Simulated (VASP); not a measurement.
# MgO (P4/mmm) in VASP: notebook, part 2 of 2

VASP 6.6.1. Earlier steps stand in the parts before.

## 3. Single point, PBE (biaxial xy strain +0.4%)

The input, INCAR:

```
PREC     = Accurate       # precision mode
ENCUT    = 520            # plane-wave cutoff, eV
EDIFF    = 1E-6           # SCF threshold, eV
ISMEAR   = -1             # smearing method
SIGMA    = 0.02           # smearing width, eV
LREAL    = F              # projectors in reciprocal space
LASPH    = T              # aspherical terms in the spheres
NELM     = 100            # most SCF steps
ALGO     = Normal         # electronic algorithm
ISIF     = 2              # what is computed and relaxed
LWAVE    = F              # write WAVECAR
LCHARG   = T              # write CHGCAR
GGA      = PE             # functional
LELF     = T              # ELF
LVHAR    = T            
NBANDS   = 11             # bands
```

The input, KPOINTS:

```
Automatic mesh
0
Gamma
  10 10 10
```

The input, POSCAR:

```
MgO
1.0
    2.6333178552      0.0000000000      0.0000000000
    0.0000000000      2.6333178552      0.0000000000
    0.0000000000      0.0000000000      2.6233491285
Mg O
1 1
Direct
    0.0000000000      0.0000000000      0.0000000000
    0.5000000000      0.5000000000      0.5000000000
```

Potentials or basis: VASP PAW PBE potentials, release 64 (Mg, O).

The run is started by

```bash
> cat potpaw_PBE.64/Mg/POTCAR potpaw_PBE.64/O/POTCAR > POTCAR
> mpirun -np 1 vasp_std > vasp.out
```

OUTCAR:

```text
PREC = Accurate
   ENCUT = 520
   EDIFF = 1E-6
   ISMEAR = -1
   LREAL = F
   LASPH = T
   NELM = 100
   ISIF = 2
   GGA = PE

 ion  position               nearest neighbor table
   1  0.000  0.000  0.000-   2 2.28   2 2.28   2 2.28   2 2.28   2 2.28   2 2.28   2 2.28   2 2.28

   2  0.500  0.500  0.500-   1 2.28   1 2.28   1 2.28   1 2.28   1 2.28   1 2.28   1 2.28   1 2.28

  LATTYP: Found a simple tetragonal cell.
 ALAT       =     2.6333178552
 C/A-ratio  =     0.9962143853

  Lattice vectors:

 A1 = (   2.6333178552,   0.0000000000,   0.0000000000)
 A2 = (   0.0000000000,   2.6333178552,   0.0000000000)
 A3 = (   0.0000000000,   0.0000000000,   2.6233491285)

Analysis of symmetry for initial positions (statically):
=====================================================================
 Subroutine PRICEL returns:
 Original cell was already a primitive cell.

 Routine SETGRP: Setting up the symmetry group for a
 simple tetragonal supercell.

 Subroutine GETGRP returns: Found 16 space group operations
 (whereof 16 operations were pure point group operations)
 out of a pool of 16 trial point group operations.

The static configuration has the point symmetry D_4h.

Analysis of symmetry for dynamics (positions and initial velocities):
=====================================================================
 Subroutine PRICEL returns:
 Original cell was already a primitive cell.

 Routine SETGRP: Setting up the symmetry group for a
 simple tetragonal supercell.

 Subroutine GETGRP returns: Found 16 space group operations
 (whereof 16 operations were pure point group operations)
 out of a pool of 16 trial point group operations.

The dynamic configuration has the point symmetry D_4h.

 Subroutine INISYM returns: Found 16 space group operations
 (whereof 16 operations are pure point group operations),
 and found     1 'primitive' translations

----------------------------------------------------------------------------------------

                                     Primitive cell

  volume of cell :      18.1913

  direct lattice vectors                    reciprocal lattice vectors
     2.633317855  0.000000000  0.000000000     0.379749068  0.000000000  0.000000000
     0.000000000  2.633317855  0.000000000     0.000000000  0.379749068  0.000000000
     0.000000000  0.000000000  2.623349129     0.000000000  0.000000000  0.381192114

  length of vectors
     2.633317855  2.633317855  2.623349129     0.379749068  0.379749068  0.381192114

  position of ions in fractional coordinates (direct lattice)
     0.000000000  0.000000000  0.000000000
     0.500000000  0.500000000  0.500000000

  ion indices of the primitive-cell ions
   primitive index   ion index
                 1           1
                 2           2

----------------------------------------------------------------------------------------

 KPOINTS: Automatic mesh

Automatic generation of k-mesh.
 Grid dimensions read from file:
 generate k-points for:   10   10   10
[... 22 lines left out ...]
  0.100000  0.000000  0.000000      4.000000
  0.200000  0.000000  0.000000      4.000000
  0.300000  0.000000  0.000000      4.000000
  0.400000  0.000000  0.000000      4.000000
  0.500000  0.000000  0.000000      2.000000
[... 16 lines left out ...]
  0.100000  0.000000  0.100000      8.000000
  0.200000  0.000000  0.100000      8.000000
 [... further k-points ...]
   k-points           NKPTS =    126   k-points in BZ     NKDIM =    126   number of bands    NBANDS=     11
   number of dos      NEDOS =    301   number of ions     NIONS =      2
   total plane-waves  NPLWV =   8000
   dimension x,y,z NGX =    20 NGY =   20 NGZ =   20
   dimension x,y,z NGXF=    40 NGYF=   40 NGZF=   40
   ions per type =               1   1
   NGX,Y,Z   is equivalent  to a cutoff of  12.63, 12.63, 12.67 a.u.
   NGXF,Y,Z  is equivalent  to a cutoff of  25.25, 25.25, 25.35 a.u.
 SYSTEM =  unknown system
   PREC   = accura    normal or accurate (medium, high low for compatibility)
   ISTART =      0    job   : 0-new  1-cont  2-samecut
   ICHARG =      2    charge: 1-file 2-atom 10-const
   ISPIN  =      1    spin polarized calculation?
   LNONCOLLINEAR =      F non collinear calculations
   LSORBIT =      F    spin-orbit coupling
   LASPH  =      T    aspherical Exc in radial PAW
   ENCUT  =  520.0 eV  38.22 Ry    6.18 a.u.   4.90  4.90  4.88*2*pi/ulx,y,z
   NELM   =    100;   NELMIN=  2; NELMDL= -5     # of ELM steps
   EDIFF  = 0.1E-05   stopping-criterion for ELM
   LREAL  =      F    real-space projection
   EDIFFG = 0.1E-04   stopping-criterion for IOM
   NSW    =      0    number of steps for IOM
   IBRION =     -1    ionic relax: 0-MD 1-quasi-New 2-CG
   NFREE  =      0    steps in history (QN), initial steepest desc. (CG)
   ISIF   =      2    stress and relaxation
   ISYM   =      2    0-nonsym 1-usesym 2-fastsym
   POTIM  = 0.5000    time-step for ionic-motion
   TEBEG  =    0.0;   TEEND  =   0.0 temperature during run
   PSTRESS=    0.0 pullay stress
   NELECT =       8.0000    total number of electrons
   NUPDOWN=      -1.0000    fix difference up-down
   EMIN   =  10.00;   EMAX   =-10.00  energy-range for DOS
   EFERMI =   0.00;   METHOD = LEGACY
   ISMEAR =    -1;   SIGMA  =   0.02  broadening in eV -4-tet -1-fermi 0-gaus
   EFERMI_NEDOS =   21; number of points for ismear=-14 and -15
   IALGO  =     38    algorithm
   IMIX   =      4    mixing-type and parameters
     AMIX     =   0.40;   BMIX     =  1.00
     AMIX_MAG =   1.60;   BMIX_MAG =  1.00
  volume/ion in A,a.u.               =       9.10        61.38
  Fermi-wavevector in a.u.,A,eV,Ry     =   1.244946  2.352607 21.087550  1.549891
  Thomas-Fermi vector in A             =   2.379190
   LORBIT       =      0    0 simple, 1 ext, 2 COOP (PROOUT), +10 PAW based schemes
   GGA     = PE    functional components
   LHFCALC =     F    Hartree Fock is set to
   AEXX    =    0.0000 exact exchange contribution
   IVDW    =     0    specifies the selected vdW correction
   LEPSILON=     F    determine dielectric tensor
   LRPA    =     F    only Hartree local field effects (RPA)
 non-spin polarized calculation
  energy-cutoff  :      520.00
  volume of cell :       18.19
 maximum number of plane-waves:       504
 NGX is ok and might be reduce to    20
   NGX =  9   NGY =  9   NGZ =  9

 number of electron       7.9999998 magnetization

 Free energy of the ion-electron system (eV)
  ---------------------------------------------------
  ext. energy  EPLUGINS =         0.00000000
  ---------------------------------------------------
  free energy    TOTEN  =       -10.39309068 eV

  energy without entropy =      -10.39309068  energy(sigma->0) =      -10.39309068

 E-fermi :   5.4783     XC(G=0): -11.3303

 val. band max:        5.0762443147   @ k =   0.5000   0.5000   0.0000
 cond. band min:       7.6010169445   @ k =   0.0000   0.0000   0.0000
 fundamental gap:      2.5247726298
 Fermi energy:         5.4783192331

 k-point     1 :       0.0000    0.0000    0.0000
  band No.  band energies     occupation
      1     -13.4877      2.00000
      2       4.0203      2.00000
      3       4.0203      2.00000
      4       4.0789      2.00000
      5       7.6010      0.00000
      6      15.4725      0.00000
      7      15.5442      0.00000
      8      25.3768      0.00000
      9      25.3768      0.00000
     10      25.4899      0.00000
     11      32.5207      0.00000
[... 309 lines left out ...]
 k-point    24 :       0.2000    0.0000    0.1000
  band No.  band energies     occupation
      1     -13.0229      2.00000
      2       1.6256      2.00000
      3       3.5619      2.00000
      4       4.2135      2.00000
      5       9.7936      0.00000
      6      16.0626      0.00000
      7      16.4392      0.00000
      8      24.1562      0.00000
      9      24.6567      0.00000
     10      27.2269      0.00000
     11      27.9783      0.00000

 [... further k-points ...]

------------------------ aborting loop because EDIFF is reached ----------------------------------------

  FORCE on cell =-STRESS in cart. coord.  units (eV):
  Direction    XX          YY          ZZ          XY          YZ          ZX
  --------------------------------------------------------------------------------------
  -------------------------------------------------------------------------------------
  Total        0.3908591      0.3908591      0.6761406      0.0000000     -0.0000000      0.0000000
  in kB       34.4245440     34.4245440     59.5504321      0.0000000     -0.0000000      0.0000000
  external PRESSURE =      42.7998400 kB  Pullay stress =       0.0000000 kB

 VOLUME and BASIS-vectors are now :
 -----------------------------------------------------------------------------
  energy-cutoff  :      520.00
  volume of cell :       18.19
      direct lattice vectors                 reciprocal lattice vectors
     2.633317855  0.000000000  0.000000000     0.379749068  0.000000000  0.000000000
     0.000000000  2.633317855  0.000000000     0.000000000  0.379749068  0.000000000
     0.000000000  0.000000000  2.623349129     0.000000000  0.000000000  0.381192114

 POSITION                                       TOTAL-FORCE (eV/Angst)
 -----------------------------------------------------------------------------------
      0.00000      0.00000      0.00000         0.000000      0.000000      0.000000
      1.31666      1.31666      1.31167         0.000000      0.000000      0.000000
 -----------------------------------------------------------------------------------
    total drift:                                0.000000      0.000000      0.000000

  FREE ENERGIE OF THE ION-ELECTRON SYSTEM (eV)
  ---------------------------------------------------
  free  energy   TOTEN  =       -10.3930906768 eV

  energy  without entropy=      -10.3930906768  energy(sigma->0) =      -10.39309068
```

Wall time 8 s (1 thread of Intel Xeon 6975P-C (Granite Rapids), shared host); peak memory 0.14 GiB.

What came out:

```yaml
Free_energy: -10.3931 eV
Pressure: 4.3 GPa
Band_gap_on_the_k_mesh: 2.52 eV (least direct gap 3.52 eV)
```

Levels at points of the mesh, in eV from the valence-band top:
```
           k point  band 1  band 2  band 3  band 4  band 5  band 6  band 7  band 8  band 9
(0.00, 0.00, 0.00)  -18.56   -1.06   -1.06   -1.00    2.52   10.40   10.47   20.30   20.30
(0.50, 0.00, 0.00)  -17.34   -6.56   -0.61   -0.55    7.03    9.43   14.54   17.44   18.00
(0.50, 0.50, 0.00)  -16.47   -4.76   -4.76    0.00    4.90   12.20   12.20   13.42   19.41
(0.00, 0.00, 0.50)  -17.32   -6.53   -0.60   -0.60    6.99    9.47   14.55   17.40   18.05
(0.50, 0.00, 0.50)  -16.46   -4.74   -4.74   -0.04    4.96   12.15   12.22   13.32   19.27
(0.50, 0.50, 0.50)  -15.62   -3.67   -3.66   -3.66    7.46    7.49    7.49   16.34   18.81
```

Caveat: the cell differs from its parent crystal (biaxial xy strain +0.4%); the cell stands under pressure; the structure was generated, so it needn't be the stable form of MgO. A k mesh can miss the band edges.
